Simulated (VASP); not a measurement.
Write the native input for VASP 6.6.1 that does the following.

| Property | Result |
| --- | --- |
| Task | single point |
| Functional | r2SCAN |
| Potentials or basis | VASP PAW PBE potentials, release 64 (Ti_sv) |
| Cutoff | 520 eV |
| k mesh | 26 × 26 × 26 |
| Occupations | gaussian, width 0.15 eV |
| Spin | no spin polarisation |
| Dipole correction | no |
| Further INCAR settings | ALGO = Normal; EDIFF = 1e-06; NBANDS = 12 |

The system is Ti.

```xyz
1
Lattice="-1.6259 1.7885 1.6259 1.6259 -1.7885 1.6259 1.6259 1.7885 -1.6259" Properties=species:S:1:pos:R:3 pbc="T T T"
Ti    0.0000    0.0000    0.0000
```

This cell differs from its parent crystal: strain +0.1000 x Voigt [0, 1, 0, 0, 0, 0].

The input as run:

POSCAR

```
Ti
1.0
   -1.6258948694      1.7884843563      1.6258948694
    1.6258948694     -1.7884843563      1.6258948694
    1.6258948694      1.7884843563     -1.6258948694
Ti
1
Direct
    0.0000000000      0.0000000000      0.0000000000
```

INCAR.step1

```
SYSTEM = Ti
ALGO = Normal
EDIFF = 1E-4
ENCUT = 520
GGA = PE
ISMEAR = 0
LASPH = .TRUE.
LCHARG = .FALSE.
LREAL = .FALSE.
LWAVE = .TRUE.
NBANDS = 12
NELM = 60
PREC = Accurate
SIGMA = 0.15
```

INCAR.step2

```
SYSTEM = Ti
ALGO = Normal
EDIFF = 1E-6
ENCUT = 520
ISIF = 2
ISMEAR = 0
ISTART = 1
LASPH = .TRUE.
LCHARG = .FALSE.
LMIXTAU = .TRUE.
LREAL = .FALSE.
LWAVE = .FALSE.
METAGGA = R2SCAN
NBANDS = 12
NELM = 60
PREC = Accurate
SIGMA = 0.15
```

KPOINTS

```
k-points
0
G
  26 26 26
  0 0 0
```

Potentials or basis: VASP PAW PBE potentials, release 64 (Ti_sv).

Launch:

```bash
$ cat potpaw_PBE.64/Ti_sv/POTCAR > POTCAR
$ cp INCAR.step1 INCAR
$ mpirun -np 1 vasp_std > vasp.out
$ cp INCAR.step2 INCAR
$ mpirun -np 1 vasp_std > vasp.out
```

It gave:

```json
{
  "Pressure": "-8.4 GPa",
  "Band gap on the k mesh": "zero (bands 6 and 7 overlap by 1.66 eV)"
}
```

Caveat: the cell differs from its parent crystal (strain +0.1000 x Voigt [0, 1, 0, 0, 0, 0]); the cell stands under tension; the PAW data sets were made with another functional, which shifts forces and pressure a little.

Wall time 22 min on 1 thread of Oxide Virtual Turin-like Processor, with other jobs on the host, peak memory 0.35 GiB.
